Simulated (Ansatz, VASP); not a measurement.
# One calculation of Ir, two programs

Contents of INCAR:

```
ALGO = Normal
EDIFF = 1E-7
ENCUT = 520
GGA = PE
ISIF = 2
ISMEAR = -1
ISPIN = 2
LASPH = True
LCHARG = True
LELF = True
LMAXMIX = 4
LORBIT = 11
LREAL = False
LVHAR = True
LWAVE = False
MAGMOM = 1
NBANDS = 14
NELM = 150
PREC = Accurate
SIGMA = 0.05
```

File KPOINTS:

```
k-points
0
Gamma
  23 23 23
```

The input POSCAR:

```
Ir
1.0
    0.0000000000      1.8826706826      1.8826706826
    1.8826706826      0.0000000000      1.8826706826
    1.8826706826      1.8826706826      0.0000000000
Ir
1
Direct
    0.0000000000      0.0000000000      0.0000000000
```

Input for Ansatz:

```yaml
crystal:
  lattice:
    - [0.0, 1.8826706826, 1.8826706826]
    - [1.8826706826, 0.0, 1.8826706826]
    - [1.8826706826, 1.8826706826, 0.0]
  atoms:
    - { symbol: Ir, position: [0.0, 0.0, 0.0], spin: 1.0 }
hamiltonian:
  xc: pbe
  pseudopotentials:
    kind: paw
    azcp:
      Ir: "pseudopotentials/Ir.paw.azcp"
basis:
  ecutwfc: 420
  fft_grid_basis: typed
kpoints:
  mp_grid: { grid: [23, 23, 23], shift: [0, 0, 0] }
magnetization:
  spin_polarized: true
scf:
  occupations: { method: fermi_dirac, width: 0.05 }
output:
  stress: true
```

Alike in both runs: task single point; functional PBE; k mesh 23 × 23 × 23; occupations fermi-dirac, width 0.05 eV; collinear spin.

```csv
,VASP,Ansatz
version,VASP 6.6.1,Ansatz 0.2.0
potentials or method,"VASP PAW PBE potentials, release 64 (Ir), cutoff 520 eV","plane waves (420 eV) with PAW, scalar-relativistic"
valence electrons in the cell,9,17
```

```csv
,VASP,Ansatz,Ansatz less VASP
net moment per atom (μB),0.00,0.00,0.000
```

VASP's potentials hold 9 valence electrons a cell and Ansatz's 17, so a difference there can come from the potentials and not from the codes. Ansatz's warnings: seeded moment not kept.

Neither program's run includes spin-orbit coupling.
